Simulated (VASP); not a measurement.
Input of a VASP 6.6.1 run:

INCAR

```
ALGO = Normal ; EDIFF = 1E-8
ENCUT = 520 ; GGA = PE
IBRION = 8 ; ISIF = 2
ISMEAR = -1 ; LASPH = True
LCHARG = False ; LREAL = False
LWAVE = False ; NBANDS = 18
NELM = 100 ; NSW = 1
PREC = Accurate ; SIGMA = 0.05
```

File KPOINTS:

```
k-points
0
Gamma
  9 9 9
```

The input POSCAR:

```
Si2W
1.0
   -1.6069000000      1.6069000000      3.9149500000
    1.6069000000     -1.6069000000      3.9149500000
    1.6069000000      1.6069000000     -3.9149500000
W Si
1 2
Direct
    0.0000000000      0.0000000000      0.0000000000
    0.6653000000      0.6653000000      0.0000000000
    0.3347000000      0.3347000000      0.0000000000
```

Potentials or basis: VASP PAW PBE potentials, release 64 (W_sv, Si).

The run is started by

```sh
$ cat potpaw_PBE.64/W_sv/POTCAR potpaw_PBE.64/Si/POTCAR > POTCAR
$ mpirun -np 1 vasp_std > vasp.out
```

(1) What does it give for the highest phonon frequency at Γ?

Results:

(1) 446 cm⁻¹.

Caveat: the cell stands under pressure or tension, which shifts response properties.
